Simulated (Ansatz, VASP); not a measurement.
# One calculation of KSrBr3, two programs

File POSCAR:

```
KSrBr3
1.0
    6.0545077781      0.0000000000      0.0000000000
    0.0000000000      6.0545077781      0.0000000000
    0.0000000000      0.0000000000      6.0545077781
K Sr Br
1 1 3
Direct
    0.0000000000      0.0000000000      0.0000000000
    0.5000000000      0.5000000000      0.5000000000
    0.5000000000      0.5000000000      0.0000000000
    0.5000000000      0.0000000000      0.5000000000
    0.0000000000      0.5000000000      0.5000000000
```

Contents of INCAR.step1:

```
ALGO = Normal
EDIFF = 1E-4
ENCUT = 520
GGA = PE
ISMEAR = 0
LASPH = True
LCHARG = False
LREAL = False
LWAVE = True
NBANDS = 28
NELM = 60
PREC = Accurate
SIGMA = 0.01
```

Contents of INCAR.step2:

```
ALGO = Normal
EDIFF = 1E-6
ENCUT = 520
ISIF = 2
ISMEAR = 0
ISTART = 1
LASPH = True
LCHARG = False
LMIXTAU = True
LREAL = False
LWAVE = False
METAGGA = R2SCAN
NBANDS = 28
NELM = 60
PREC = Accurate
SIGMA = 0.01
```

KPOINTS

```
k-points
0
Gamma
  4 4 4
```

Input for Ansatz:

```yaml
crystal:
  lattice:
    - [6.0545077781, 0.0, 0.0]
    - [0.0, 6.0545077781, 0.0]
    - [0.0, 0.0, 6.0545077781]
  atoms:
    - { symbol: K, position: [0.0, 0.0, 0.0] }
    - { symbol: Sr, position: [0.5, 0.5, 0.5] }
    - { symbol: Br, position: [0.5, 0.5, 0.0] }
    - { symbol: Br, position: [0.5, 0.0, 0.5] }
    - { symbol: Br, position: [0.0, 0.5, 0.5] }
kpoints:
  mp_grid: { grid: [4, 4, 4] }
hamiltonian:
  xc: r2scan
scf:
  occupations: { method: fixed }
  n_extra_bands: 5
output:
  forces: true
  stress: true
  eigenvalues: true
```

Alike in both runs: task single point; functional r2SCAN; k mesh 4 × 4 × 4; no spin polarisation.

|  | VASP | Ansatz |
| --- | --- | --- |
| version | VASP 6.6.1 | Ansatz 0.2.0 |
| potentials or method | VASP PAW PBE potentials, release 64 (K_sv, Sr_sv, Br) | plane waves, PAW |
| plane-wave cutoff (eV) | 520 | 500 |
| occupations | gaussian, width 0.01 eV | fixed |
| valence electrons in the cell | 40 | 40 |

Ansatz gave:

| Item | Value |
| --- | --- |
| gap on the k mesh at the Fermi level (eV) | 4.36 |
| pressure (GPa) | -0.9 |

Task: Which values does VASP return?

Result: gap on the k mesh at the Fermi level (eV): 4.37; pressure (GPa): -0.9.

VASP's potentials were made for PBE, not for r2SCAN.
